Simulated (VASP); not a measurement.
# Mg7FeO8 (Fm-3m) in VASP: notebook

Runs on Mg7FeO8. Level: PBEsol+U. Tasks: single point.

Program: VASP 6.6.1. These are calculated values, not measurements. Logs are shortened: lines on timing, memory, paths and dates and some standing lists are left out, and cuts for length are marked.

## (1) The cell of the first run

The structure is cubic, space group Fm-3m (No. 225). The conventional cell has a = 8.427 Å, b = 8.427 Å, c = 8.427 Å, α = 90.00°, β = 90.00°, γ = 90.00°. Within 2.8 Å of Fe (site symmetry m-3m) lie 6 O at 2.14 Å. Within 2.8 Å of Mg (site symmetry mmm) lie 6 O at 2.11 Å. Mg (site symmetry m-3m) has 6 O at 2.08 Å within 2.8 Å. Within 2.8 Å of O (site symmetry -43m) lie 6 Mg at 2.11 Å. Within 2.8 Å of O (site symmetry 4mm) lie 5 Mg at 2.08 to 2.11 Å and 1 Fe at 2.14 Å.

## (2) Single point, PBEsol+U, collinear spin, zero start

The input, INCAR:

```
PREC = Accurate ; ENCUT = 520
EDIFF = 1E-6 ; ISMEAR = 0
SIGMA = 0.05 ; LREAL = Auto
LASPH = T ; NELM = 150
ALGO = Normal ; ISIF = 2
LWAVE = F ; LCHARG = F
ISPIN = 2 ; MAGMOM = 0 0 0 0 0 0 0 0 0 0 0 0 0 0 0 0
LORBIT = 11 ; NUPDOWN = 0.0
LMAXMIX = 4 ; LDAU = T
LDAUTYPE = 2 ; LDAUL = 2 -1 -1
LDAUU = 4 0 0 ; LDAUJ = 0 0 0
LDAUPRINT = 1 ; GGA = PS
NBANDS = 53
```

The input, KPOINTS:

```
Automatic mesh
0
Gamma
  4 4 4
```

The input, POSCAR:

```
Mg7FeO8
1.0
    0.0000000000      4.2136000000      4.2136000000
    4.2136000000      0.0000000000      4.2136000000
    4.2136000000      4.2136000000      0.0000000000
Fe Mg O
1 7 8
Direct
    0.0000000000      0.0000000000      1.0000000000
    0.0000000000      0.0000000000      0.5000000000
    0.0000000000      0.5000000000      0.0000000000
    0.0000000000      0.5000000000      0.5000000000
    0.5000000000      0.0000000000      0.0000000000
    0.5000000000      0.0000000000      0.5000000000
    0.5000000000      0.5000000000      0.0000000000
    0.5000000000      0.5000000000      0.5000000000
    0.2500000000      0.2500000000      0.2500000000
    0.2534698588      0.2534698588      0.7465301412
    0.2534698588      0.7465301412      0.2534698588
    0.2534698588      0.7465301412      0.7465301412
    0.7465301412      0.2534698588      0.2534698588
    0.7465301412      0.2534698588      0.7465301412
    0.7465301412      0.7465301412      0.2534698588
    0.7500000000      0.7500000000      0.7500000000
```

Potentials or basis: VASP PAW PBE potentials, release 64 (Fe, Mg, O).

On the command line:

```bash
$ cat potpaw_PBE.64/Fe/POTCAR potpaw_PBE.64/Mg/POTCAR potpaw_PBE.64/O/POTCAR > POTCAR
$ mpirun -np 1 vasp_std > vasp.out
```

OUTCAR:

```text
PREC = Accurate
   ENCUT = 520
   EDIFF = 1E-6
   ISMEAR = 0
   LREAL = Auto
   LASPH = T
   NELM = 150
   ISIF = 2
   ISPIN = 2
   LORBIT = 11
   NUPDOWN = 0.0
   GGA = PS

 ion  position               nearest neighbor table
   1  0.000  0.000  0.000-  10 2.14  11 2.14  12 2.14  13 2.14  14 2.14  15 2.14   2 2.98   3 2.98
                             5 2.98   2 2.98   4 2.98   6 2.98   3 2.98   4 2.98   7 2.98   5 2.98
   2  0.000  0.000  0.500-   9 2.11  16 2.11  12 2.11  13 2.11  14 2.11  11 2.11   1 2.98   4 2.98
                             6 2.98   1 2.98   3 2.98   5 2.98   3 2.98   4 2.98   8 2.98   5 2.98
   3  0.000  0.500  0.000-   9 2.11  16 2.11  12 2.11  13 2.11  15 2.11  10 2.11   1 2.98   4 2.98
                             7 2.98   2 2.98   4 2.98   8 2.98   1 2.98   2 2.98   5 2.98   5 2.98
   4  0.000  0.500  0.500-   9 2.11  16 2.11  11 2.11  14 2.11  15 2.11  10 2.11   2 2.98   3 2.98
                             8 2.98   1 2.98   3 2.98   7 2.98   1 2.98   2 2.98   6 2.98   6 2.98
   5  0.500  0.000  0.000-   9 2.11  16 2.11  11 2.11  14 2.11  15 2.11  10 2.11   1 2.98   6 2.98
                             7 2.98   2 2.98   6 2.98   8 2.98   3 2.98   7 2.98   8 2.98   1 2.98
   6  0.500  0.000  0.500-   9 2.11  16 2.11  12 2.11  13 2.11  15 2.11  10 2.11   2 2.98   5 2.98
                             8 2.98   1 2.98   5 2.98   7 2.98   4 2.98   7 2.98   8 2.98   1 2.98
   7  0.500  0.500  0.000-   9 2.11  16 2.11  12 2.11  13 2.11  14 2.11  11 2.11   3 2.98   5 2.98
                             8 2.98   4 2.98   6 2.98   8 2.98   1 2.98   5 2.98   6 2.98   1 2.98
   8  0.500  0.500  0.500-  10 2.08  11 2.08  12 2.08  13 2.08  14 2.08  15 2.08   4 2.98   6 2.98
                             7 2.98   3 2.98   5 2.98   7 2.98   2 2.98   5 2.98   6 2.98   2 2.98
   9  0.250  0.250  0.250-   2 2.11   3 2.11   4 2.11   5 2.11   6 2.11   7 2.11
  10  0.253  0.253  0.747-   8 2.08   4 2.11   5 2.11   6 2.11   3 2.11   1 2.14
  11  0.253  0.747  0.253-   8 2.08   4 2.11   5 2.11   7 2.11   2 2.11   1 2.14
  12  0.253  0.747  0.747-   8 2.08   3 2.11   6 2.11   7 2.11   2 2.11   1 2.14
  13  0.747  0.253  0.253-   8 2.08   3 2.11   6 2.11   7 2.11   2 2.11   1 2.14
  14  0.747  0.253  0.747-   8 2.08   4 2.11   5 2.11   7 2.11   2 2.11   1 2.14
  15  0.747  0.747  0.253-   8 2.08   4 2.11   5 2.11   6 2.11   3 2.11   1 2.14
  16  0.750  0.750  0.750-   2 2.11   3 2.11   4 2.11   5 2.11   6 2.11   7 2.11

  LATTYP: Found a face centered cubic cell.
 ALAT       =     8.4272000000

  Lattice vectors:

 A1 = (   0.0000000000,   4.2136000000,   4.2136000000)
 A2 = (   4.2136000000,   0.0000000000,   4.2136000000)
 A3 = (   4.2136000000,   4.2136000000,   0.0000000000)

Analysis of symmetry for initial positions (statically):
=====================================================================
 Subroutine PRICEL returns:
 Original cell was already a primitive cell.

 Routine SETGRP: Setting up the symmetry group for a
 face centered cubic supercell.

 Subroutine GETGRP returns: Found 48 space group operations
 (whereof 48 operations were pure point group operations)
 out of a pool of 48 trial point group operations.

The static configuration has the point symmetry O_h .

Analysis of symmetry for dynamics (positions and initial velocities):
=====================================================================
 Subroutine PRICEL returns:
 Original cell was already a primitive cell.

 Routine SETGRP: Setting up the symmetry group for a
 face centered cubic supercell.

 Subroutine GETGRP returns: Found 48 space group operations
 (whereof 48 operations were pure point group operations)
 out of a pool of 48 trial point group operations.

The dynamic configuration has the point symmetry O_h .

Analysis of structural, dynamic, and magnetic symmetry:
=====================================================================
 Subroutine PRICEL returns:
 Original cell was already a primitive cell.

 Routine SETGRP: Setting up the symmetry group for a
 face centered cubic supercell.

 Subroutine GETGRP returns: Found 48 space group operations
 (whereof 48 operations were pure point group operations)
 out of a pool of 48 trial point group operations.

The overall configuration has the point symmetry O_h .

[... 152 lines left out ...]
 number of electron      69.9999997 magnetization      -0.0000000

atom =   1  type =  1  l = 2

 onsite density matrix

spin component  1

  0.9509  0.0000 -0.0000 -0.0000 -0.0000
  0.0000  0.9509 -0.0000 -0.0000 -0.0000
 -0.0000 -0.0000  0.1631  0.0000  0.0000
 -0.0000 -0.0000  0.0000  0.9509  0.0000
 -0.0000 -0.0000  0.0000  0.0000  0.1631

spin component  2

  0.9509  0.0000 -0.0000 -0.0000 -0.0000
  0.0000  0.9509 -0.0000 -0.0000 -0.0000
 -0.0000 -0.0000  0.1631  0.0000  0.0000
 -0.0000 -0.0000  0.0000  0.9509  0.0000
 -0.0000 -0.0000  0.0000  0.0000  0.1631

 occupancies and eigenvectors

  o =  0.1631  v =  0.0000  0.0000  0.0000  0.0000  0.0000  0.0000 -0.0000 -0.0032  0.0000  1.0000      0.0000  0.0000  0.0000  0.0000  0.0000  0.0000  0.0000  0.0000  0.0000  0.0000
  o =  0.1631  v =  0.0000  0.0000  0.0000  0.0000  0.0000  0.0000 -0.0000  1.0000  0.0000  0.0032      0.0000  0.0000  0.0000  0.0000  0.0000  0.0000  0.0000  0.0000  0.0000  0.0000
  o =  0.1631  v =  0.0000  0.0000 -0.0037  0.0000  1.0000  0.0000  0.0000  0.0000  0.0000  0.0000      0.0000  0.0000  0.0000  0.0000  0.0000  0.0000  0.0000  0.0000  0.0000  0.0000
  o =  0.1631  v =  0.0000  0.0000  1.0000 -0.0000  0.0037  0.0000  0.0000  0.0000  0.0000  0.0000      0.0000  0.0000  0.0000  0.0000  0.0000  0.0000  0.0000  0.0000  0.0000  0.0000
  o =  0.9509  v =  0.0000 -0.0766 -0.0000 -0.9971  0.0000  0.0000  0.0000  0.0000  0.0000  0.0000      0.0000  0.0000  0.0000  0.0000  0.0000  0.0000  0.0000  0.0000  0.0000  0.0000
  o =  0.9509  v =  0.0000  0.9971 -0.0000 -0.0766 -0.0000  0.0000  0.0000  0.0000  0.0000  0.0000      0.0000  0.0000  0.0000  0.0000  0.0000  0.0000  0.0000  0.0000  0.0000  0.0000
  o =  0.9509  v =  1.0000  0.0000  0.0000  0.0000  0.0000  0.0000  0.0000  0.0000  0.0000  0.0000      0.0000  0.0000  0.0000  0.0000  0.0000  0.0000  0.0000  0.0000  0.0000  0.0000
  o =  0.9509  v =  0.0000  0.0000  0.0000  0.0000  0.0000  0.0000  0.8955  0.0000 -0.4450 -0.0000      0.0000  0.0000  0.0000  0.0000  0.0000  0.0000  0.0000  0.0000  0.0000  0.0000
  o =  0.9509  v =  0.0000  0.0000  0.0000  0.0000  0.0000  0.0000 -0.4450 -0.0000 -0.8955  0.0000      0.0000  0.0000  0.0000  0.0000  0.0000  0.0000  0.0000  0.0000  0.0000  0.0000
  o =  0.9509  v =  0.0000  0.0000  0.0000  0.0000  0.0000  1.0000  0.0000  0.0000  0.0000  0.0000      0.0000  0.0000  0.0000  0.0000  0.0000  0.0000  0.0000  0.0000  0.0000  0.0000

 number of electron      69.9999997 magnetization       0.0000000

 Free energy of the ion-electron system (eV)
  ---------------------------------------------------
  ext. energy  EPLUGINS =         0.00000000
  ---------------------------------------------------
  free energy    TOTEN  =      -100.43975378 eV

  energy without entropy =     -100.43975378  energy(sigma->0) =     -100.43975378

 E-fermi :   4.3438     XC(G=0): -11.4946

 val. band max:        4.0301906319   @ k =   0.5000   0.5000   0.0000
 cond. band min:       7.1673222269   @ k =   0.5000   0.5000   0.0000
 fundamental gap:      3.1371315950
 Fermi energy:         4.3437549610

 spin component 1

 k-point     1 :       0.0000    0.0000    0.0000
  band No.  band energies     occupation
      1     -14.2132      1.00000
      2     -12.9284      1.00000
      3     -12.9284      1.00000
      4     -12.9284      1.00000
      5     -12.8087      1.00000
      6     -12.6998      1.00000
[... 389 lines left out ...]
     46      14.3694      0.00000
     47      14.4607      0.00000
 Fermi energy:         4.3437549610

 spin component 2

 k-point     1 :       0.0000    0.0000    0.0000
  band No.  band energies     occupation
      1     -14.2132      1.00000
      2     -12.9284      1.00000
      3     -12.9284      1.00000
      4     -12.9284      1.00000
      5     -12.8087      1.00000
      6     -12.6998      1.00000
[... 389 lines left out ...]
     46      14.3694      0.00000
     47      14.4607      0.00000
 [bands above 47 left out]

------------------------ aborting loop because EDIFF is reached ----------------------------------------

  FORCE on cell =-STRESS in cart. coord.  units (eV):
  Direction    XX          YY          ZZ          XY          YZ          ZX
  --------------------------------------------------------------------------------------
  -------------------------------------------------------------------------------------
  Total       -3.3317684     -3.3317684     -3.3317684     -0.0000000      0.0000000     -0.0000000
  in kB      -35.6775872    -35.6775872    -35.6775872     -0.0000000      0.0000000     -0.0000000
  external PRESSURE =     -35.6775872 kB  Pullay stress =       0.0000000 kB

 VOLUME and BASIS-vectors are now :
 -----------------------------------------------------------------------------
  energy-cutoff  :      520.00
  volume of cell :      149.62
      direct lattice vectors                 reciprocal lattice vectors
     0.000000000  4.213600000  4.213600000    -0.118663376  0.118663376  0.118663376
     4.213600000  0.000000000  4.213600000     0.118663376 -0.118663376  0.118663376
     4.213600000  4.213600000  0.000000000     0.118663376  0.118663376 -0.118663376

 POSITION                                       TOTAL-FORCE (eV/Angst)
 -----------------------------------------------------------------------------------
      0.00000      0.00000      0.00000        -0.000000      0.000000     -0.000000
      2.10680      2.10680      0.00000        -0.000000      0.000000     -0.000000
      2.10680      0.00000      2.10680        -0.000000      0.000000     -0.000000
      4.21360      2.10680      2.10680        -0.000000      0.000000     -0.000000
      0.00000      2.10680      2.10680        -0.000000      0.000000     -0.000000
      2.10680      4.21360      2.10680        -0.000000      0.000000     -0.000000
[... 8 lines left out ...]
      4.21360      4.21360      6.29116        -0.000000      0.000000      0.645342
      6.32040      6.32040      6.32040        -0.000000      0.000000     -0.000000
 -----------------------------------------------------------------------------------
    total drift:                                0.000000      0.000000      0.000000

  FREE ENERGIE OF THE ION-ELECTRON SYSTEM (eV)
  ---------------------------------------------------
  free  energy   TOTEN  =      -100.4397537799 eV

  energy  without entropy=     -100.4397537799  energy(sigma->0) =     -100.43975378

 total charge

# of ion       s       p       d       tot
------------------------------------------
    1        0.297   0.393   6.330   7.020
    2        0.149   0.178   0.079   0.406
    3        0.149   0.178   0.079   0.406
    4        0.149   0.178   0.079   0.406
    5        0.149   0.178   0.079   0.406
    6        0.149   0.178   0.079   0.406
[... 8 lines left out ...]
   15        1.537   3.522   0.000   5.059
   16        1.537   3.540   0.000   5.077
--------------------------------------------------
tot         13.635  29.859   6.891  50.386

 magnetization (x)

# of ion       s       p       d       tot
------------------------------------------
    1       -0.000  -0.000  -0.000  -0.000
    2       -0.000  -0.000  -0.000  -0.000
    3       -0.000  -0.000  -0.000  -0.000
    4       -0.000  -0.000  -0.000  -0.000
    5       -0.000  -0.000  -0.000  -0.000
    6       -0.000  -0.000  -0.000  -0.000
[... 8 lines left out ...]
   15        0.000   0.000   0.000   0.000
   16        0.000   0.000   0.000   0.000
--------------------------------------------------
tot         -0.000   0.000  -0.000  -0.000
```

It took 5.9 min on 1 thread of Intel Xeon Platinum 8488C (Sapphire Rapids), shared host; peak memory 0.44 GiB.

Results:

- Free energy: -100.4398 eV
- Pressure: -3.6 GPa
- Largest force: 0.645 eV/Å
- Net moment: 0.00 μB per cell
- Valence electrons inside the program's atomic spheres: Fe 7.02; Mg 0.41, 0.42; O 5.08, 5.06

Forces on the atoms (eV/Å):
```
Fe   0.000  0.000  0.000
Mg   0.000  0.000  0.000
Mg   0.000  0.000  0.000
Mg   0.000  0.000  0.000
Mg   0.000  0.000  0.000
Mg   0.000  0.000  0.000
Mg   0.000  0.000  0.000
Mg   0.000  0.000  0.000
O    0.000  0.000  0.000
O    0.000  0.000 -0.645
O    0.000 -0.645  0.000
O    0.645  0.000  0.000
O   -0.645  0.000  0.000
O    0.000  0.645  0.000
O    0.000  0.000  0.645
O    0.000  0.000  0.000
```

Eigenvalues of the final occupation matrices:
```csv
site,spin,trace,eigenvalues
site 1 d,1,3.18,0.16 0.16 0.95 0.95 0.95
site 1 d,2,3.18,0.16 0.16 0.95 0.95 0.95
```

Caveat: the PAW data sets were made with another functional, which shifts forces and pressure a little; the total moment is fixed, so each spin has its own Fermi level.

## (3) Single point, PBEsol+U, collinear spin, ferromagnetic start

The input, INCAR:

```
PREC = Accurate
ENCUT = 520
EDIFF = 1E-7
ISMEAR = 0
SIGMA = 0.05
LREAL = Auto
LASPH = True
NELM = 150
ALGO = Normal
ISIF = 2
LWAVE = False
LCHARG = False
ISPIN = 2
MAGMOM = 2 0 0 0 0 0 0 0 0 0 0 0 0 0 0 0
LORBIT = 11
NUPDOWN = 2.0
LMAXMIX = 4
LDAU = True
LDAUTYPE = 2
LDAUL = 2 -1 -1
LDAUU = 4 0 0
LDAUJ = 0 0 0
LDAUPRINT = 1
GGA = PS
NBANDS = 53
```

KPOINTS is that of step 2.

POSCAR is that of step 2.

Potentials or basis: VASP PAW PBE potentials, release 64 (Fe, Mg, O).

On the command line:

```bash
$ cat potpaw_PBE.64/Fe/POTCAR potpaw_PBE.64/Mg/POTCAR potpaw_PBE.64/O/POTCAR > POTCAR
$ mpirun -np 1 vasp_std > vasp.out
```

It took 6 min on 1 thread of Intel Xeon Platinum 8488C (Sapphire Rapids), shared host; peak memory 0.44 GiB.

It converged, with:

```
Free energy                                           : -99.1248 eV
Pressure                                              : -1.7 GPa
Largest force                                         : 0.325 eV/Å
Net moment                                            : 2.00 μB per cell
Site moments                                          : Fe +2.10; Mg -0.00, +0.01; O +0.00, -0.01 μB
Valence electrons inside the program's atomic spheres : Fe 7.02; Mg 0.41, 0.43; O 5.08, 5.05
```

Forces on the atoms (eV/Å):
```
Fe   0.000  0.000  0.000
Mg   0.000  0.000  0.000
Mg   0.000  0.000  0.000
Mg   0.000  0.000  0.000
Mg   0.000  0.000  0.000
Mg   0.000  0.000  0.000
Mg   0.000  0.000  0.000
Mg   0.000  0.000  0.000
O    0.000  0.000  0.000
O    0.000  0.000 -0.325
O    0.000 -0.325  0.000
O    0.325  0.000  0.000
O   -0.325  0.000  0.000
O    0.000  0.325  0.000
O    0.000  0.000  0.325
O    0.000  0.000  0.000
```

Eigenvalues of the final occupation matrices:
```
    site  spin  trace               eigenvalues
site 1 d     1   4.22  0.68 0.68 0.96 0.96 0.96
site 1 d     2   2.14  0.12 0.12 0.64 0.64 0.64
```

Caveat: the PAW data sets were made with another functional, which shifts forces and pressure a little; the total moment is fixed, so each spin has its own Fermi level; a cell with one magnetic atom can't hold antiferromagnetic order, which such compounds often take.

## (4) Single point, PBEsol+U, collinear spin

The input, INCAR:

```
SYSTEM = Mg7FeO8
ALGO = Normal
EDIFF = 1E-6
ENCUT = 520
GGA = PS
ISIF = 2
ISMEAR = 0
ISPIN = 2
LASPH = .TRUE.
LCHARG = .TRUE.
LDAU = .TRUE.
LDAUJ = 0 0 0
LDAUL = 2 -1 -1
LDAUPRINT = 1
LDAUTYPE = 2
LDAUU = 4 0 0
LELF = .TRUE.
LMAXMIX = 4
LORBIT = 11
LREAL = Auto
LVHAR = .TRUE.
LWAVE = .FALSE.
MAGMOM = 3.41 0 0 0 0 0 0 0.01 0 0.05 0.05 0.05 0.05 0.05 0.05 0
NBANDS = 53
NELM = 150
PREC = Accurate
SIGMA = 0.05
```

The input, KPOINTS:

```
k-points
0
G
  4 4 4
  0 0 0
```

POSCAR is that of step 3.

On the command line:

```bash
$ cat potpaw_PBE.64/Fe/POTCAR potpaw_PBE.64/Mg/POTCAR potpaw_PBE.64/O/POTCAR > POTCAR
$ mpirun -np 1 vasp_std > vasp.out
```

Wall time 5.5 min (1 thread of Intel Xeon Platinum 8488C (Sapphire Rapids), shared host); peak memory 0.44 GiB.

It converged, with:

| Property | Result |
| --- | --- |
| Free energy | -100.9476 eV |
| Pressure | 0.7 GPa |
| Largest force | 0.067 eV/Å |
| Band gap on the k mesh | zero (filled and empty bands overlap) |
| Net moment | 4.00 μB per cell |
| Site moments | Fe +3.73; Mg -0.00, +0.01; O -0.00, +0.04 μB |
| Valence electrons inside the program's atomic spheres | Fe 6.88; Mg 0.41, 0.43; O 5.08, 5.07 |

Forces on the atoms (eV/Å):
```
Fe   0.000  0.000  0.000
Mg   0.000  0.000  0.000
Mg   0.000  0.000  0.000
Mg   0.000  0.000  0.000
Mg   0.000  0.000  0.000
Mg   0.000  0.000  0.000
Mg   0.000  0.000  0.000
Mg   0.000  0.000  0.000
O    0.000  0.000  0.000
O    0.000  0.000 -0.067
O    0.000 -0.067  0.000
O    0.067  0.000  0.000
O   -0.067  0.000  0.000
O    0.000  0.067  0.000
O    0.000  0.000  0.067
O    0.000  0.000  0.000
```

Levels at points of the mesh, in eV from the Fermi level:
Spin up:
```csv
k point,band 34,band 35,band 36,band 37,band 38,band 39,band 40,band 41
"(0.00, 0.00, 0.00)",-3.80,-3.80,-2.67,-2.67,0.76,3.95,3.95,3.95
"(0.50, 0.00, 0.00)",-4.15,-4.15,-2.92,-2.92,3.07,3.24,5.62,5.62
"(0.50, 0.50, 0.00)",-4.09,-4.09,-3.92,-2.67,4.01,4.21,5.55,5.55
```
Spin down:
| k point | band 29 | band 30 | band 31 | band 32 | band 33 | band 34 | band 35 | band 36 | band 37 | band 38 |
| --- | --- | --- | --- | --- | --- | --- | --- | --- | --- | --- |
| (0.00, 0.00, 0.00) | -4.39 | -3.73 | -3.73 | -3.73 | -0.15 | -0.15 | -0.15 | 0.89 | 2.55 | 2.55 |
| (0.50, 0.00, 0.00) | -4.20 | -4.20 | -4.09 | -4.09 | -0.01 | 0.05 | 0.05 | 2.40 | 2.40 | 3.25 |
| (0.50, 0.50, 0.00) | -4.49 | -4.39 | -4.37 | -4.37 | -0.10 | 0.19 | 0.19 | 1.95 | 2.56 | 4.25 |

Eigenvalues of the final occupation matrices:
| site | spin | trace | eigenvalues |
| --- | --- | --- | --- |
| site 1 d | 1 | 4.93 | 0.96 0.96 0.96 1.02 1.02 |
| site 1 d | 2 | 1.24 | 0.12 0.12 0.33 0.33 0.33 |

Caveat: the PAW data sets were made with another functional, which shifts forces and pressure a little; a cell with one magnetic atom can't hold antiferromagnetic order, which such compounds often take.

## (5) Summary

| spin | fixed moment (μB) | pressure (GPa) | moment (μB) | largest force (eV/Å) |
| --- | --- | --- | --- | --- |
| collinear, zero start | 0.0 | -3.6 | 0.00 | 0.65 |
| collinear, ferromagnetic start | 2.0 | -1.7 | 2.00 | 0.32 |
| collinear | - | 0.7 | 4.00 | 0.07 |

Alike in all rows: task single point; level PBEsol+U; potentials or basis VASP PAW PBE potentials, release 64 (Fe, Mg, O); Fe d U = 4.0 eV; cell as given; k mesh 4 × 4 × 4; cutoff (eV) 520; smearing gaussian 0.05 eV.

Caveats: the PAW data sets were made with another functional, which shifts forces and pressure a little; the total moment is fixed, so each spin has its own Fermi level (some runs); a cell with one magnetic atom can't hold antiferromagnetic order, which such compounds often take (some runs).

Total energies depend on the potentials used, so only differences within one code and one set of settings carry meaning.
